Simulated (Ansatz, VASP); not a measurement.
Two plane-wave programs on TaN

File INCAR:

```
  PREC = Accurate
  ENCUT = 520
  EDIFF = 1E-6
  ISMEAR = 0
  SIGMA = 0.15
  LREAL = F
  LASPH = T
  NELM = 80
  ALGO = Normal
  ISIF = 2
  LWAVE = F
  LCHARG = T
  GGA = PS
  LELF = T
  LVHAR = T
  NBANDS = 15
```

Contents of KPOINTS:

```
Automatic mesh
0
Gamma
  18 18 16
```

File POSCAR:

```
TaN
1.0
    2.9379988584      0.0000000000      0.0000000000
   -1.4689994292      2.4298844735      0.0000000000
    0.0000000000      0.0000000000      2.8830000000
Ta N
1 1
Direct
    0.3333333333      0.6666666667      0.5000000000
    0.0000000000      0.0000000000      0.0000000000
```

Input for Ansatz:

```yaml
crystal:
  lattice:
    - [2.9379988584, 0.0, 0.0]
    - [-1.4689994292, 2.4298844735, 0.0]
    - [0.0, 0.0, 2.883]
  atoms:
    - { symbol: Ta, position: [0.3333333333, 0.6666666667, 0.5] }
    - { symbol: "N", position: [0.0, 0.0, 0.0] }
basis:
  ecutwfc: 420
kpoints:
  mp_grid: { grid: [18, 18, 16] }
hamiltonian:
  xc: pbesol
scf:
  occupations: { method: gaussian, width: 0.15 }
output:
  forces: true
  stress: true
  eigenvalues: true
```

Change from the starting cell: strain -0.0450 x Voigt [0, 1, 0, 0, 0, 0], atoms carried along.

Alike in both runs: task single point; functional PBEsol; k mesh 18 × 18 × 16; occupations gaussian, width 0.15 eV; no spin polarisation.

|  | VASP | Ansatz |
| --- | --- | --- |
| version | VASP 6.6.1 | Ansatz 0.2.0 |
| potentials or method | VASP PAW PBE potentials, release 64 (Ta_pv, N), cutoff 520 eV | scalar-relativistic, plane waves, PAW |
| valence electrons in the cell | 16 | 18 |

Ansatz gave:

| Quantity | Value |
| --- | --- |
| gap on the k mesh at the Fermi level (eV) | none |
| pressure (GPa) | 12.4 |
| traceless stress, the component that is largest in VASP (GPa) | 16.65 |
| rms of the force components (eV/Å) | 0.091 |

Q: What did VASP give for the same quantities?

A: gap on the k mesh at the Fermi level (eV): none; pressure (GPa): 13.4; traceless stress, the component that is largest in VASP (GPa): 16.60; rms of the force components (eV/Å): 0.095.

VASP's potentials were made for PBE, not for PBEsol. Atom by atom the forces differ by 0.004 eV/Å (rms over components). A gap of «none» marks a metal or a gap that the smearing closes. The functional is the same, so the differences come from potentials, cutoffs and numerics. VASP's potentials hold 16 valence electrons a cell and Ansatz's 18, so a difference there can come from the potentials and not from the codes.

Neither program's run includes spin-orbit coupling.
